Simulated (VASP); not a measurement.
ZnAg, 2 atoms in the cell. It takes space group Cmmm (No. 65, orthorhombic). Conventional cell: a = 3.102 Å, b = 4.599 Å, c = 4.429 Å, α = 90.00°, β = 90.00°, γ = 90.00°. Zn (site symmetry mmm) has 8 Ag at 2.70 to 3.19 Å and 6 Zn at 2.77 to 3.10 Å within 3.6 Å. Within 3.6 Å of Ag (site symmetry mmm) lie 8 Zn at 2.70 to 3.19 Å and 6 Ag at 2.77 to 3.10 Å. 

- Program: VASP 6.6.1
- Task: relaxation of cell and atoms
- Functional: LDA
- Potentials or basis: VASP PAW LDA potentials, release 64 (Zn, Ag)
- Cutoff: 600 eV
- k mesh: 8 × 8 × 5
- Occupations: fermi-dirac, width 0.1 eV
- Spin: no spin polarisation
- Dipole correction: no
- Further INCAR settings: ALGO = Normal; EDIFF = 1e-06; IBRION = 2; EDIFFG = -0.02; NSW = 80; ISIF = 3

Potentials or basis: VASP PAW LDA potentials, release 64 (Zn, Ag).

Launch:

```bash
$ cat potpaw_LDA.64/Zn/POTCAR potpaw_LDA.64/Ag/POTCAR > POTCAR
$ mpirun -np 1 vasp_std > vasp.out
```

Hardware: 1 thread of Intel(R) Xeon(R) 6975P-C (Granite Rapids), on a shared host.

How long does it take, and how much memory?

Run time: 62 s on 1 thread of Intel(R) Xeon(R) 6975P-C (Granite Rapids), with other jobs on the host, peak memory 0.18 GiB. Counts: scf iterations 76, k points 63, ion steps 11.
